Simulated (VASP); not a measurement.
Write the native input for VASP 6.6.1 that does the following.

```yaml
Task: single point
Functional: LDA
Potentials_or_basis: VASP PAW LDA potentials, release 64 (Mn_pv, O)
Cutoff: 520 eV
k_mesh: 4 × 5 × 3
Occupations: fermi-dirac, width 0.05 eV
Spin: non-collinear spin, typed start
Starting_moments: "[[0.0, 0.0, 4.5], [0.0, 0.0, -4.5], [0.0, 0.0, -4.5], [0.0, 0.0, 0.0], [0.0, 0.0, 0.0], [0.0, 0.0, 0.0]] μB"
Dipole_correction: no
Further_INCAR_settings: ALGO = Normal; EDIFF = 1e-06; NBANDS = 73; ISYM = -1
```

The structure of MnO lies in POSCAR:

```
MnO
1.0
    2.2224000000      2.2224000000      4.4448000000
    4.4448000000      2.2224000000      2.2224000000
    4.4448000000      6.6672000000      2.2224000000
Mn O
3 3
Direct
    0.0000000000      0.0000000000      0.0000000000
    0.3333333000      0.6666667000      0.6666667000
    0.6666667000      0.3333333000      0.3333333000
    0.0000000000      0.5000000000      0.5000000000
    0.3333333000      0.1666667000      0.1666667000
    0.6666667000      0.8333333000      0.8333333000
```

One way to write it, as run:

INCAR

```
SYSTEM = MnO
PREC = Accurate
ENCUT = 520
EDIFF = 1E-6
ISMEAR = -1
SIGMA = 0.05
LREAL = .FALSE.
LASPH = .TRUE.
NELM = 150
ALGO = Normal
ISIF = 2
LWAVE = .FALSE.
LCHARG = .FALSE.
LNONCOLLINEAR = .TRUE.
MAGMOM = 0 0 4.5 0 0 -4.5 0 0 -4.5 0 0 0 0 0 0 0 0 0
LORBIT = 11
LMAXMIX = 4
GGA = CA
ISYM = -1
NBANDS = 73
```

KPOINTS

```
Automatic mesh
0
G
  4 5 3
  0 0 0
```

Potentials or basis: VASP PAW LDA potentials, release 64 (Mn_pv, O).

Launch:

```sh
$ cat potpaw_LDA.64/Mn_pv/POTCAR potpaw_LDA.64/O/POTCAR > POTCAR
$ mpirun -np 1 vasp_ncl > vasp.out
```

Results of the run:

The pressure is -13.3 GPa, the band gap on the k mesh is zero (bands 57 and 58 overlap by 0.20 eV) and the net moment is 4.95 μB per cell. The valence electrons inside the program's atomic spheres are Mn 11.37; O 4.94.

Caveat: the k points lie up to 0.52 Å⁻¹ apart; semilocal functionals often make such compounds metallic where correlation or magnetic order opens a gap, which also shifts bond lengths.

It took 34 min on 1 thread of Oxide Virtual Turin-like Processor, on a shared host, peak memory 0.71 GiB.
